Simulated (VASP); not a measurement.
A run of VASP 6.6.1 is set up as follows.

Contents of INCAR:

```
PREC     = Accurate       # precision mode
ENCUT    = 520            # plane-wave cutoff, eV
EDIFF    = 1E-6           # SCF threshold, eV
ISMEAR   = -1             # smearing method
SIGMA    = 0.1            # smearing width, eV
LREAL    = False          # projectors in reciprocal space
LASPH    = True           # aspherical terms in the spheres
NELM     = 60             # most SCF steps
ALGO     = Normal         # electronic algorithm
ISIF     = 2              # what is computed and relaxed
LWAVE    = False          # write WAVECAR
LCHARG   = True           # write CHGCAR
GGA      = PE             # functional
LELF     = True           # ELF
LVHAR    = True         
NBANDS   = 21             # bands
```

Contents of KPOINTS:

```
Automatic mesh
0
Gamma
  14 14 8
```

POSCAR

```
Ge
1.0
    2.5469541455      0.0000000000      0.0000000000
   -1.2734770727      2.2057269923      0.0000000000
    0.0000000000      0.0000000000      4.1366659931
Ge
2
Direct
    0.3333333333      0.6666666667      0.2500000000
    0.6666666667      0.3333333333      0.7500000000
```

Potentials or basis: VASP PAW PBE potentials, release 64 (Ge_d).

The run is started by

```bash
$ cat potpaw_PBE.64/Ge_d/POTCAR > POTCAR
$ mpirun -np 1 vasp_std > vasp.out
```

(1) What does it give for the pressure?

(2) Predict the band gap on the k mesh.

## Answers

(1) 101.6 GPa.

(2) zero (bands 14 and 15 overlap by 15.25 eV).

Caveat: the cell stands under pressure.
